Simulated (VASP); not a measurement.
# TiC (P1) in VASP: a series of runs

Runs on TiC. Level: PBE. Tasks: single point.

Everything below comes from runs of VASP 6.6.1. Logs are shortened: lines on timing, memory, paths and dates and some standing lists are left out, and cuts for length are marked.

**1. The cell of the first run**

The typed cell holds 2 atoms: a = 3.054 Å, b = 3.054 Å, c = 3.054 Å, α = 60.00°, β = 60.00°, γ = 60.00°.

**2. Single point, PBE**

File INCAR:

```
SYSTEM = TiC
  PREC = Accurate
  ENCUT = 520
  EDIFF = 1E-6
  ISMEAR = 0
  SIGMA = 0.15
  LREAL = .False.
  LASPH = .True.
  NELM = 80
  ALGO = Normal
  ISIF = 2
  LWAVE = .False.
  LCHARG = .False.
  GGA = PE
  NBANDS = 15
```

File KPOINTS:

```
Automatic mesh
0
Gamma
  8 8 8
  0 0 0
```

File POSCAR:

```
TiC
1.0
    0.0000000000      2.1593000000      2.1593000000
    2.1593000000      0.0000000000      2.1593000000
    2.1593000000      2.1593000000      0.0000000000
Ti C
1 1
Direct
    0.0312300000      0.9477500000      0.9829100000
    0.4518000000      0.5228900000      0.4879700000
```

Potentials or basis: VASP PAW PBE potentials, release 64 (Ti_sv, C).

The run is started by

```
$ cat potpaw_PBE.64/Ti_sv/POTCAR potpaw_PBE.64/C/POTCAR > POTCAR
$ mpirun -np 1 vasp_std > vasp.out
```

OUTCAR:

```text
SYSTEM = TiC
   PREC = Accurate
   ENCUT = 520
   EDIFF = 1E-6
   ISMEAR = 0
   LREAL = .False.
   LASPH = .True.
   NELM = 80
   ISIF = 2
   GGA = PE

 ion  position               nearest neighbor table
   1  0.031  0.948  0.983-   2 1.99   2 2.01   2 2.16   2 2.18   2 2.33   2 2.34
   2  0.452  0.523  0.488-   1 1.99   1 2.01   1 2.16   1 2.18   1 2.33   1 2.34

  LATTYP: Found a face centered cubic cell.
 ALAT       =     4.3186000000

  Lattice vectors:

 A1 = (   0.0000000000,   2.1593000000,   2.1593000000)
 A2 = (   2.1593000000,   0.0000000000,   2.1593000000)
 A3 = (   2.1593000000,   2.1593000000,   0.0000000000)

Analysis of symmetry for initial positions (statically):
=====================================================================
 Subroutine PRICEL returns:
 Original cell was already a primitive cell.

 Routine SETGRP: Setting up the symmetry group for a
 face centered cubic supercell.

 Subroutine GETGRP returns: Found  1 space group operations
 (whereof  1 operations were pure point group operations)
 out of a pool of 48 trial point group operations.

The static configuration has the point symmetry C_1 .

Analysis of symmetry for dynamics (positions and initial velocities):
=====================================================================
 Subroutine PRICEL returns:
 Original cell was already a primitive cell.

 Routine SETGRP: Setting up the symmetry group for a
 face centered cubic supercell.

 Subroutine GETGRP returns: Found  1 space group operations
 (whereof  1 operations were pure point group operations)
 out of a pool of 48 trial point group operations.

The dynamic configuration has the point symmetry C_1 .

 Subroutine INISYM returns: Found  1 space group operations
 (whereof  1 operations are pure point group operations),
 and found     1 'primitive' translations

----------------------------------------------------------------------------------------

                                     Primitive cell

  volume of cell :      20.1358

  direct lattice vectors                    reciprocal lattice vectors
     0.000000000  2.159300000  2.159300000    -0.231556523  0.231556523  0.231556523
     2.159300000  0.000000000  2.159300000     0.231556523 -0.231556523  0.231556523
     2.159300000  2.159300000  0.000000000     0.231556523  0.231556523 -0.231556523

  length of vectors
     3.053711345  3.053711345  3.053711345     0.401067663  0.401067663  0.401067663

  position of ions in fractional coordinates (direct lattice)
     0.031230000  0.947750000  0.982910000
     0.451800000  0.522890000  0.487970000

  ion indices of the primitive-cell ions
   primitive index   ion index
                 1           1
                 2           2

----------------------------------------------------------------------------------------

 KPOINTS: Automatic mesh

Automatic generation of k-mesh.
 Grid dimensions read from file:
 generate k-points for:    8    8    8

 Generating k-lattice:

  Cartesian coordinates                     Fractional coordinates (reciprocal lattice)
    -0.028944565  0.028944565  0.028944565     0.125000000  0.000000000  0.000000000
     0.028944565 -0.028944565  0.028944565     0.000000000  0.125000000  0.000000000
     0.028944565  0.028944565 -0.028944565     0.000000000  0.000000000  0.125000000

  Length of vectors
     0.050133458  0.050133458  0.050133458

  Shift w.r.t. Gamma in fractional coordinates (k-lattice)
     0.000000000  0.000000000  0.000000000

 Subroutine IBZKPT returns following result:
 ===========================================

 Found    260 irreducible k-points:

 Following reciprocal coordinates:
            Coordinates               Weight
  0.000000  0.000000  0.000000      1.000000
  0.125000  0.000000  0.000000      2.000000
  0.000000  0.125000  0.000000      2.000000
  0.000000  0.000000  0.125000      2.000000
  0.125000  0.125000  0.125000      2.000000
  0.250000  0.000000  0.000000      2.000000
[... 16 lines left out ...]
  0.125000  0.000000  0.250000      2.000000
  0.125000  0.125000 -0.125000      2.000000
 [... further k-points ...]
   k-points           NKPTS =    260   k-points in BZ     NKDIM =    260   number of bands    NBANDS=     15
   number of dos      NEDOS =    301   number of ions     NIONS =      2
   total plane-waves  NPLWV =  13824
   dimension x,y,z NGX =    24 NGY =   24 NGZ =   24
   dimension x,y,z NGXF=    48 NGYF=   48 NGZF=   48
   ions per type =               1   1
   NGX,Y,Z   is equivalent  to a cutoff of  13.07, 13.07, 13.07 a.u.
   NGXF,Y,Z  is equivalent  to a cutoff of  26.13, 26.13, 26.13 a.u.
 SYSTEM =  TiC
   PREC   = accura    normal or accurate (medium, high low for compatibility)
   ISTART =      0    job   : 0-new  1-cont  2-samecut
   ICHARG =      2    charge: 1-file 2-atom 10-const
   ISPIN  =      1    spin polarized calculation?
   LNONCOLLINEAR =      F non collinear calculations
   LSORBIT =      F    spin-orbit coupling
   LASPH  =      T    aspherical Exc in radial PAW
   ENCUT  =  520.0 eV  38.22 Ry    6.18 a.u.   5.68  5.68  5.68*2*pi/ulx,y,z
   NELM   =     80;   NELMIN=  2; NELMDL= -5     # of ELM steps
   EDIFF  = 0.1E-05   stopping-criterion for ELM
   LREAL  =      F    real-space projection
   EDIFFG = 0.1E-04   stopping-criterion for IOM
   NSW    =      0    number of steps for IOM
   IBRION =     -1    ionic relax: 0-MD 1-quasi-New 2-CG
   NFREE  =      0    steps in history (QN), initial steepest desc. (CG)
   ISIF   =      2    stress and relaxation
   ISYM   =      2    0-nonsym 1-usesym 2-fastsym
   POTIM  = 0.5000    time-step for ionic-motion
   TEBEG  =    0.0;   TEEND  =   0.0 temperature during run
   PSTRESS=    0.0 pullay stress
   NELECT =      16.0000    total number of electrons
   NUPDOWN=      -1.0000    fix difference up-down
   EMIN   =  10.00;   EMAX   =-10.00  energy-range for DOS
   EFERMI =   0.00;   METHOD = LEGACY
   ISMEAR =     0;   SIGMA  =   0.15  broadening in eV -4-tet -1-fermi 0-gaus
   EFERMI_NEDOS =   21; number of points for ismear=-14 and -15
   IALGO  =     38    algorithm
   IMIX   =      4    mixing-type and parameters
     AMIX     =   0.40;   BMIX     =  1.00
     AMIX_MAG =   1.60;   BMIX_MAG =  1.00
  volume/ion in A,a.u.               =      10.07        67.94
  Fermi-wavevector in a.u.,A,eV,Ry     =   1.516323  2.865436 31.283015  2.299237
  Thomas-Fermi vector in A             =   2.625728
   LORBIT       =      0    0 simple, 1 ext, 2 COOP (PROOUT), +10 PAW based schemes
   GGA     = PE    functional components
   LHFCALC =     F    Hartree Fock is set to
   AEXX    =    0.0000 exact exchange contribution
   IVDW    =     0    specifies the selected vdW correction
   LEPSILON=     F    determine dielectric tensor
   LRPA    =     F    only Hartree local field effects (RPA)
 non-spin polarized calculation
 Gauss-broadening in eV      SIGMA  =   0.15
  energy-cutoff  :      520.00
  volume of cell :       20.14
 maximum number of plane-waves:       560
   NGX = 11   NGY = 11   NGZ = 11

 number of electron      16.0000000 magnetization

 Free energy of the ion-electron system (eV)
  ---------------------------------------------------
  ext. energy  EPLUGINS =         0.00000000
  ---------------------------------------------------
  free energy    TOTEN  =       -18.45583165 eV

  energy without entropy =      -18.45427851  energy(sigma->0) =      -18.45505508

 E-fermi :   9.6499     XC(G=0): -12.7142

 val. band max:        9.5910249953   @ k =   0.1250   0.1250   0.1250
 cond. band min:       9.7042238864   @ k =   0.0000   0.2500   0.2500
 fundamental gap:      0.1131988911
 Fermi energy:         9.6499460774

 k-point     1 :       0.0000    0.0000    0.0000
  band No.  band energies     occupation
      1     -47.0284      2.00000
      2     -23.0655      2.00000
      3     -23.0550      2.00000
      4     -23.0525      2.00000
      5      -2.8705      2.00000
      6       9.0881      2.00000
      7       9.2684      1.99968
      8       9.5696      1.55103
      9      10.1903      0.00000
     10      10.9893      0.00000
     11      12.3439      0.00000
     12      12.9604      0.00000
     13      13.1788      0.00000
     14      19.8757      0.00000
     15      23.3640      0.00000

 k-point     2 :       0.1250    0.0000    0.0000
  band No.  band energies     occupation
      1     -47.0173      2.00000
      2     -23.1369      2.00000
      3     -23.0686      2.00000
      4     -23.0601      2.00000
      5      -2.5222      2.00000
      6       8.1423      2.00000
      7       8.7640      2.00000
      8       8.9733      2.00000
      9      10.5108      0.00000
     10      10.8508      0.00000
     11      12.2739      0.00000
     12      14.0826      0.00000
     13      14.1694      0.00000
     14      20.4842      0.00000
     15      23.4533      0.00000

 k-point     3 :       0.0000    0.1250    0.0000
  band No.  band energies     occupation
      1     -47.0173      2.00000
      2     -23.1367      2.00000
      3     -23.0690      2.00000
      4     -23.0602      2.00000
      5      -2.5217      2.00000
      6       8.1160      2.00000
      7       8.7766      2.00000
      8       9.0329      2.00000
      9      10.4962      0.00000
     10      10.8507      0.00000
     11      12.2012      0.00000
     12      14.1130      0.00000
     13      14.1793      0.00000
     14      20.4744      0.00000
     15      23.4671      0.00000
[... 343 lines left out ...]
 k-point    23 :       0.1250    0.0000    0.2500
  band No.  band energies     occupation
      1     -46.9916      2.00000
      2     -23.2703      2.00000
      3     -23.1131      2.00000
      4     -23.0977      2.00000
      5      -1.6988      2.00000
      6       6.6243      2.00000
      7       7.9249      2.00000
      8       8.7666      2.00000
      9      10.2554      0.00000
     10      11.3421      0.00000
     11      12.7579      0.00000
     12      14.3610      0.00000
     13      15.9395      0.00000
     14      21.3902      0.00000
     15      23.8070      0.00000

 k-point    24 :       0.1250    0.1250   -0.1250
  band No.  band energies     occupation
      1     -46.9918      2.00000
      2     -23.2720      2.00000
      3     -23.1062      2.00000
      4     -23.0989      2.00000
      5      -1.7108      2.00000
      6       6.5598      2.00000
      7       7.7985      2.00000
      8       9.1040      2.00000
      9      10.0325      0.00031
     10      11.4299      0.00000
     11      12.5026      0.00000
     12      14.7879      0.00000
     13      15.8138      0.00000
     14      21.3597      0.00000
     15      23.9208      0.00000

 [... further k-points ...]
[... 5 lines left out ...]
  --------------------------------------------------------------------------------------
  -------------------------------------------------------------------------------------
  Total        1.6866096      1.5087922      0.3753931      0.4860261     -0.0253266      0.0273851
  in kB      134.2011401    120.0524626     29.8694994     38.6724087     -2.0151987      2.1789936
  external PRESSURE =      94.7077007 kB  Pullay stress =       0.0000000 kB

 VOLUME and BASIS-vectors are now :
 -----------------------------------------------------------------------------
  energy-cutoff  :      520.00
  volume of cell :       20.14
      direct lattice vectors                 reciprocal lattice vectors
     0.000000000  2.159300000  2.159300000    -0.231556523  0.231556523  0.231556523
     2.159300000  0.000000000  2.159300000     0.231556523 -0.231556523  0.231556523
     2.159300000  2.159300000  0.000000000     0.231556523  0.231556523 -0.231556523

 POSITION                                       TOTAL-FORCE (eV/Angst)
 -----------------------------------------------------------------------------------
      4.16887      2.18983      2.11391         1.544343     -1.399654     -0.067509
      2.18275      2.02925      2.10465        -1.544343      1.399654      0.067509
 -----------------------------------------------------------------------------------
    total drift:                                0.000147     -0.000070     -0.000002

  FREE ENERGIE OF THE ION-ELECTRON SYSTEM (eV)
  ---------------------------------------------------
  free  energy   TOTEN  =       -18.4558316516 eV

  energy  without entropy=      -18.4542785052  energy(sigma->0) =      -18.45505508
```

It took 43 s on 1 thread of Intel Xeon Platinum 8488C (Sapphire Rapids), shared host; peak memory 0.2 GiB.

Results:

```yaml
Free_energy: -18.4558 eV
Pressure: 9.5 GPa
Largest_force: 2.085 eV/Å
Band_gap_on_the_k_mesh: 0.11 eV, indirect (least direct gap 0.62 eV)
```

Forces on the atoms (eV/Å):
```
Ti   1.544 -1.400 -0.068
C   -1.544  1.400  0.068
```

Stress tensor (GPa, compression positive):
```
13.42  3.87  0.22
 3.87 12.01 -0.20
 0.22 -0.20  2.99
```

Caveat: forces of over 1 eV/Å act on the atoms, so gaps and moduli don't describe the material at rest. A k mesh can miss the band edges.

**3. Single point, PBE**

File INCAR:

```
PREC     = Accurate       # precision mode
ENCUT    = 520            # plane-wave cutoff, eV
EDIFF    = 1E-7           # SCF threshold, eV
ISMEAR   = 0              # smearing method
SIGMA    = 0.15           # smearing width, eV
LREAL    = F              # projectors in reciprocal space
LASPH    = T              # aspherical terms in the spheres
NELM     = 100            # most SCF steps
ALGO     = Normal         # electronic algorithm
ISIF     = 2              # what is computed and relaxed
LWAVE    = F              # write WAVECAR
LCHARG   = F              # write CHGCAR
GGA      = PE             # functional
NBANDS   = 15             # bands
```

File KPOINTS:

```
regular mesh
0
Gamma
  8 8 8
```

Changes to POSCAR since step 2:

```diff
@@ -9,2 +9,2 @@
     0.0312300000      0.9477500000      0.9829100000
-    0.4518000000      0.5228900000      0.4879700000
+    0.4506422174      0.5240477826      0.4891277826
```

Potentials or basis: VASP PAW PBE potentials, release 64 (Ti_sv, C).

The run is started by

```
$ cat potpaw_PBE.64/Ti_sv/POTCAR potpaw_PBE.64/C/POTCAR > POTCAR
$ mpirun -np 1 vasp_std > vasp.out
```

It took 49 s on 1 thread of Intel Xeon Platinum 8488C (Sapphire Rapids), shared host; peak memory 0.2 GiB.

The run converged. Its results:

* Free energy: -18.4480 eV
* Pressure: 9.7 GPa
* Largest force: 2.121 eV/Å
* Band gap on the k mesh: 0.11 eV, indirect (least direct gap 0.64 eV)

Forces in eV/Å, atoms in the order of the input:
```
Ti   1.598 -1.393 -0.067
C   -1.598  1.393  0.067
```

Stress tensor (GPa, compression positive):
```
14.02  3.96  0.22
 3.96 12.00 -0.20
 0.22 -0.20  2.99
```

Levels at points of the mesh, in eV from the valence-band top:
| k point | band 4 | band 5 | band 6 | band 7 | band 8 | band 9 | band 10 | band 11 | band 12 | band 13 |
| --- | --- | --- | --- | --- | --- | --- | --- | --- | --- | --- |
| (0.00, 0.00, 0.00) | -32.64 | -12.46 | -0.52 | -0.34 | -0.04 | 0.60 | 1.41 | 2.78 | 3.40 | 3.63 |
| (0.50, 0.00, 0.00) | -32.69 | -9.04 | -5.90 | -3.09 | -2.98 | 2.82 | 2.92 | 4.17 | 7.14 | 8.42 |
| (0.00, 0.50, 0.00) | -32.69 | -9.04 | -5.90 | -3.07 | -2.94 | 2.82 | 2.91 | 4.16 | 7.00 | 8.38 |
| (0.00, 0.00, 0.50) | -32.69 | -9.00 | -5.89 | -2.89 | -2.67 | 2.80 | 2.82 | 4.04 | 6.20 | 7.81 |
| (0.50, 0.50, 0.50) | -32.69 | -9.00 | -5.89 | -2.89 | -2.67 | 2.80 | 2.82 | 4.03 | 6.20 | 7.81 |
| (0.50, 0.50, 0.00) | -32.81 | -10.14 | -3.53 | -2.64 | -0.53 | 1.20 | 3.25 | 3.47 | 3.48 | 5.79 |
| (0.00, 0.50, 0.50) | -32.82 | -10.14 | -3.39 | -2.26 | -0.24 | 0.53 | 2.95 | 3.48 | 3.48 | 5.54 |
| (0.50, 0.00, 0.50) | -32.82 | -10.14 | -3.42 | -2.35 | -0.27 | 0.65 | 3.01 | 3.48 | 3.48 | 5.59 |

Caveat: forces of over 1 eV/Å act on the atoms, so gaps and moduli don't describe the material at rest.

(Continued in part 2 of 2.)
